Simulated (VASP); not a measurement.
Runs of VASP 6.6.1 on Sn. The structure is that of space group R-3m (No. 166), or close to it. The cells are those of the table. 

```tsv
cell	further INCAR settings	gap on the mesh (eV)	pressure (GPa)
a = 3.163 Å, angles 105.7°, 1 atom	ALGO = Fast; EDIFF = 1e-06; NBANDS = 13	none	-0.9
a = 3.576 Å, angles 114.3°, 1 atom	ALGO = Fast; EDIFF = 1e-06; NBANDS = 13	none	7.8
a = 3.410 Å, angles 112.1°, 1 atom	ALGO = Fast; EDIFF = 1e-06; NBANDS = 13	none	-0.3
a = 3.750 Å, angles 115.8°, 1 atom	ALGO = Fast; EDIFF = 1e-07; NBANDS = 13	none	25.6
a = 3.083 Å, angles 101.6°, 1 atom	ALGO = Fast; EDIFF = 1e-07; NBANDS = 13	none	(b)
a = 3.959 Å, angles 117.0°, 1 atom	ALGO = Fast; EDIFF = 1e-07; NBANDS = 13	none	(a)
```

Alike in all rows: task single point; level PBEsol; potentials or basis VASP PAW PBE potentials, release 64 (Sn_d); no spin polarisation; k mesh 20 × 20 × 20; cutoff (eV) 520; smearing gaussian 0.15 eV.

Question: Estimate the missing entries.

Answer: (a) 62.7; (b) 0.4.

Caveats: the PAW data sets were made with another functional, which shifts forces and pressure a little; spin-orbit coupling is left out, which moves the levels of the heavy elements; the cell stands under pressure (at least some runs).

A k mesh can miss the band edges, and the runs leave out spin-orbit coupling on Sn.

A gap of «none» marks levels without a gap at the run's occupations.
